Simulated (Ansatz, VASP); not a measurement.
One calculation of K2S, two programs

INCAR

```
SYSTEM = K2S
PREC = Accurate ; ENCUT = 500
EDIFF = 1E-6 ; ISMEAR = 0
SIGMA = 0.05 ; LREAL = .False.
LASPH = .True. ; NELM = 120
ALGO = Normal ; ISIF = 2
LWAVE = .False. ; LCHARG = .False.
GGA = RP ; NBANDS = 19
GGA_COMPAT = .False.
```

Contents of KPOINTS:

```
regular mesh
0
Gamma
  6 6 6
  0 0 0
```

POSCAR

```
K2S
1.0
    0.0000000000      3.8373990233      3.8373990233
    3.8373990233      0.0000000000      3.8373990233
    3.8373990233      3.8373990233      0.0000000000
K S
2 1
Direct
    0.2500000000      0.2500000000      0.2500000000
    0.7500000000      0.7500000000      0.7500000000
    0.0000000000      0.0000000000      0.0000000000
```

Input for Ansatz:

```yaml
crystal:
  lattice:
    - [0.0, 3.8373990233, 3.8373990233]
    - [3.8373990233, 0.0, 3.8373990233]
    - [3.8373990233, 3.8373990233, 0.0]
  atoms:
    - { symbol: K, position: [0.25, 0.25, 0.25] }
    - { symbol: K, position: [0.75, 0.75, 0.75] }
    - { symbol: S, position: [0.0, 0.0, 0.0] }
basis:
  ecutwfc: 420
  ecutrho_ratio: 4
kpoints:
  mp_grid: { grid: [6, 6, 6] }
hamiltonian:
  xc: rpbe
scf:
  occupations: { method: gaussian, width: 0.05 }
output:
  forces: true
  stress: true
  eigenvalues: true
```

Alike in both runs: task single point; functional RPBE; k mesh 6 × 6 × 6; occupations gaussian, width 0.05 eV; no spin polarisation.

|  | VASP | Ansatz |
| --- | --- | --- |
| version | VASP 6.6.1 | Ansatz 0.2.0 |
| potentials or method | VASP PAW PBE potentials, release 64 (K_sv, S), cutoff 500 eV | scalar-relativistic, plane waves, PAW |
| valence electrons in the cell | 24 | 24 |

```csv
,VASP,Ansatz,Ansatz less VASP
gap on the k mesh at the Fermi level (eV),2.35,2.35,-0.001
least direct gap on the mesh (eV),2.46,2.46,+0.001
pressure (GPa),-0.3,-0.3,-0.01
```

VASP's potentials were made for PBE, not for RPBE.
